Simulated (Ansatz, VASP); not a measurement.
One calculation of Al, two programs

```
Al
1.0
    -1.69113    1.69113    1.69113
     1.69113   -1.69113    1.69113
     1.69113    1.69113   -1.69113
Al
1
Cartesian
  0.0000 0.0000 0.0000
```

Alike in both runs: task single point; functional RPBE; k mesh 15 × 15 × 15; occupations fermi-dirac, width 0.1 eV; no spin polarisation.

|  | VASP | Ansatz |
| --- | --- | --- |
| version | VASP 6.6.1 | Ansatz 0.2.0 |
| potentials or method | VASP PAW PBE potentials, release 64 (Al), cutoff 520 eV | plane waves (420 eV) with PAW, scalar-relativistic |
| valence electrons in the cell | 3 | 3 |

```csv
,VASP,Ansatz,Ansatz less VASP
pressure (GPa),-6.0,-5.9,+0.11
```

VASP's potentials were made for PBE, not for RPBE.
